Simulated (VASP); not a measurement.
# MgS (lda) (F-43m) in VASP: notebook, part 2 of 3

VASP 6.6.1.

### 3 Single point, LDA

This run uses another cell than the first one, of 21.88 Å³/atom, 0.986 times its volume.

INCAR reads:

```
SYSTEM = MgS
ALGO = Normal
EDIFF = 1E-6
ENCUT = 600
GGA = CA
GGA_COMPAT = .FALSE.
ISIF = 2
ISMEAR = 0
LASPH = .TRUE.
LCHARG = .TRUE.
LELF = .TRUE.
LREAL = .FALSE.
LVHAR = .TRUE.
LWAVE = .FALSE.
NBANDS = 11
NELM = 120
PREC = Accurate
SIGMA = 0.02
```

KPOINTS reads:

```
k-points
0
G
  6 6 6
  0 0 0
```

POSCAR reads:

```
MgS
1.0
    0.0000000000      2.7969294923      2.7969294923
    2.7969294923      0.0000000000      2.7969294923
    2.7969294923      2.7969294923      0.0000000000
Mg S
1 1
Direct
    0.0000000000      0.0000000000      0.0000000000
    0.2500000000      0.2500000000      0.2500000000
```

Potentials or basis: VASP PAW LDA potentials, release 64 (Mg, S).

Started as:

```bash
cat potpaw_LDA.64/Mg/POTCAR potpaw_LDA.64/S/POTCAR > POTCAR
mpirun -np 1 vasp_std > vasp.out
```

Wall time 3.5 s (1 thread of Intel Xeon 6975P-C (Granite Rapids), shared host); peak memory 0.15 GiB.

The run converged. Its results:

* Free energy: -9.3932 eV
* Pressure: -0.3 GPa
* Band gap on the k mesh: 3.38 eV, direct

Levels at points of the mesh, in eV from the valence-band top:
```csv
k point,band 1,band 2,band 3,band 4,band 5,band 6,band 7,band 8
"(0.00, 0.00, 0.00)",-11.36,0.00,0.00,0.00,3.38,7.86,7.86,7.86
"(0.50, 0.00, 0.00)",-10.60,-3.34,-0.35,-0.35,5.00,7.51,7.51,8.54
"(0.50, 0.50, 0.00)",-10.36,-2.99,-1.10,-1.10,3.63,5.48,11.24,12.30
```

### 4 Single point, LDA

This run uses another cell than the first one, of 21.88 Å³/atom, 0.986 times its volume.

INCAR reads:

```
SYSTEM = MgS
  ALGO = Normal
  EDIFF = 1E-6
  ENCUT = 600
  GGA = CA
  GGA_COMPAT = .False.
  ISIF = 2
  ISMEAR = 0
  LASPH = .True.
  LCHARG = .False.
  LREAL = .False.
  LWAVE = .False.
  NBANDS = 11
  NELM = 120
  PREC = Accurate
  SIGMA = 0.01
```

KPOINTS reads:

```
k-points
0
Gamma
  6 6 6
  0 0 0
```

POSCAR is that of step 3.

Potentials or basis: VASP PAW LDA potentials, release 64 (Mg, S).

Started as:

```bash
cat potpaw_LDA.64/Mg/POTCAR potpaw_LDA.64/S/POTCAR > POTCAR
mpirun -np 1 vasp_std > vasp.out
```

OUTCAR:

```text
SYSTEM = MgS
   EDIFF = 1E-6
   ENCUT = 600
   GGA = CA
   ISIF = 2
   ISMEAR = 0
   LASPH = .True.
   LREAL = .False.
   NELM = 120
   PREC = Accurate

 ion  position               nearest neighbor table
   1  0.000  0.000  0.000-   2 2.42   2 2.42   2 2.42   2 2.42
   2  0.250  0.250  0.250-   1 2.42   1 2.42   1 2.42   1 2.42

  LATTYP: Found a face centered cubic cell.
 ALAT       =     5.5938589846

  Lattice vectors:

 A1 = (   0.0000000000,   2.7969294923,   2.7969294923)
 A2 = (   2.7969294923,   0.0000000000,   2.7969294923)
 A3 = (   2.7969294923,   2.7969294923,   0.0000000000)

Analysis of symmetry for initial positions (statically):
=====================================================================
 Subroutine PRICEL returns:
 Original cell was already a primitive cell.

 Routine SETGRP: Setting up the symmetry group for a
 face centered cubic supercell.

 Subroutine GETGRP returns: Found 24 space group operations
 (whereof 24 operations were pure point group operations)
 out of a pool of 48 trial point group operations.

The static configuration has the point symmetry T_d .

Analysis of symmetry for dynamics (positions and initial velocities):
=====================================================================
 Subroutine PRICEL returns:
 Original cell was already a primitive cell.

 Routine SETGRP: Setting up the symmetry group for a
 face centered cubic supercell.

 Subroutine GETGRP returns: Found 24 space group operations
 (whereof 24 operations were pure point group operations)
 out of a pool of 48 trial point group operations.

The dynamic configuration has the point symmetry T_d .

 Subroutine INISYM returns: Found 24 space group operations
 (whereof 24 operations are pure point group operations),
 and found     1 'primitive' translations

----------------------------------------------------------------------------------------

                                     Primitive cell

[... 106 lines left out ...]
   GGA     = CA    functional components
   LHFCALC =     F    Hartree Fock is set to
   AEXX    =    0.0000 exact exchange contribution
   IVDW    =     0    specifies the selected vdW correction
   LEPSILON=     F    determine dielectric tensor
   LRPA    =     F    only Hartree local field effects (RPA)
 non-spin polarized calculation
 Gauss-broadening in eV      SIGMA  =   0.01
  energy-cutoff  :      600.00
  volume of cell :       43.76
 maximum number of plane-waves:      1476
   NGX = 15   NGY = 15   NGZ = 15

 number of electron       7.9999999 magnetization

 Free energy of the ion-electron system (eV)
  ---------------------------------------------------
  ext. energy  EPLUGINS =         0.00000000
  ---------------------------------------------------
  free energy    TOTEN  =        -9.39321374 eV

  energy without entropy =       -9.39321374  energy(sigma->0) =       -9.39321374

 E-fermi :   1.1940     XC(G=0):  -8.8997

 val. band max:        1.1275938670   @ k =   0.0000   0.0000   0.0000
 cond. band min:       4.5040154454   @ k =   0.0000   0.0000   0.0000
 fundamental gap:      3.3764215783
 Fermi energy:         1.1940203416

 k-point     1 :       0.0000    0.0000    0.0000
  band No.  band energies     occupation
      1     -10.2338      2.00000
      2       1.1276      2.00000
      3       1.1276      2.00000
      4       1.1276      2.00000
      5       4.5040      0.00000
      6       8.9864      0.00000
      7       8.9864      0.00000
      8       8.9864      0.00000
      9      11.9434      0.00000
     10      11.9434      0.00000
     11      14.7807      0.00000
[... 197 lines left out ...]
 k-point    16 :      -0.3333    0.5000    0.1667
  band No.  band energies     occupation
      1      -9.2218      2.00000
      2      -1.5345      2.00000
      3      -0.5452      2.00000
      4      -0.2336      2.00000
      5       5.9140      0.00000
      6       7.8735      0.00000
      7      10.4696      0.00000
      8      10.5355      0.00000
      9      13.6783      0.00000
     10      15.0128      0.00000
     11      15.1174      0.00000

------------------------ aborting loop because EDIFF is reached ----------------------------------------

  FORCE on cell =-STRESS in cart. coord.  units (eV):
  Direction    XX          YY          ZZ          XY          YZ          ZX
  --------------------------------------------------------------------------------------
  -------------------------------------------------------------------------------------
  Total       -0.0869656     -0.0869656     -0.0869656      0.0000000      0.0000000      0.0000000
  in kB       -3.1840772     -3.1840772     -3.1840772      0.0000000      0.0000000      0.0000000
  external PRESSURE =      -3.1840772 kB  Pullay stress =       0.0000000 kB

 VOLUME and BASIS-vectors are now :
 -----------------------------------------------------------------------------
  energy-cutoff  :      600.00
  volume of cell :       43.76
      direct lattice vectors                 reciprocal lattice vectors
     0.000000000  2.796929492  2.796929492    -0.178767467  0.178767467  0.178767467
     2.796929492  0.000000000  2.796929492     0.178767467 -0.178767467  0.178767467
     2.796929492  2.796929492  0.000000000     0.178767467  0.178767467 -0.178767467

 POSITION                                       TOTAL-FORCE (eV/Angst)
 -----------------------------------------------------------------------------------
      0.00000      0.00000      0.00000        -0.000000     -0.000000     -0.000000
      1.39846      1.39846      1.39846         0.000000      0.000000      0.000000
 -----------------------------------------------------------------------------------
    total drift:                                0.000000      0.000000      0.000000

  FREE ENERGIE OF THE ION-ELECTRON SYSTEM (eV)
  ---------------------------------------------------
  free  energy   TOTEN  =        -9.3932137364 eV

  energy  without entropy=       -9.3932137364  energy(sigma->0) =       -9.39321374
```

OSZICAR:

```text
N       E                     dE             d eps       ncg     rms          rms(c)
DAV:   1     0.270463326487E+02    0.27046E+02   -0.37772E+03   352   0.652E+02
DAV:   2    -0.771998471005E+01   -0.34766E+02   -0.33783E+02   446   0.106E+02
DAV:   3    -0.993501737515E+01   -0.22150E+01   -0.22121E+01   446   0.288E+01
DAV:   4    -0.995201956182E+01   -0.17002E-01   -0.17000E-01   463   0.299E+00
DAV:   5    -0.995214892240E+01   -0.12936E-03   -0.12936E-03   432   0.247E-01    0.412E+00
DAV:   6    -0.945071249135E+01    0.50144E+00   -0.12390E+00   385   0.408E+00    0.310E+00
DAV:   7    -0.939806345860E+01    0.52649E-01   -0.23400E-01   418   0.189E+00    0.229E+00
DAV:   8    -0.939412143831E+01    0.39420E-02   -0.14033E-02   394   0.686E-01    0.119E+00
DAV:   9    -0.939319350890E+01    0.92793E-03   -0.21126E-03   415   0.227E-01    0.363E-01
DAV:  10    -0.939321350825E+01   -0.19999E-04   -0.64728E-05   406   0.434E-02    0.125E-01
DAV:  11    -0.939321376322E+01   -0.25496E-06   -0.32230E-05   424   0.248E-02    0.410E-02
DAV:  12    -0.939321373641E+01    0.26810E-07   -0.80217E-07   254   0.499E-03
   1 F= -.93932137E+01 E0= -.93932137E+01  d E =-.538120E-23
```

stdout:

```text
POSCAR found type information on POSCAR MgS
 POSCAR found :  2 types and       2 ions
 scaLAPACK will be used
 LDA part: xc-table for (Slater(with rela. corr.)+CA(PZ))
 , standard interpolation
 POSCAR, INCAR and KPOINTS ok, starting setup
 FFT: planning ... GRIDC
 FFT: planning ... GRID_SOFT
 FFT: planning ... GRID
 WAVECAR not read
 entering main loop
```

Wall time 3 s (1 thread of Intel Xeon 6975P-C (Granite Rapids), shared host); peak memory 0.15 GiB.

What came out:

```yaml
Free_energy: -9.3932 eV
Pressure: -0.3 GPa
Band_gap_on_the_k_mesh: 3.38 eV, direct
```

A k mesh can miss the band edges. Expect the measured gap to be larger: semilocal functionals such as LDA lack the derivative discontinuity.

(Part 2 of 3 ends here.)
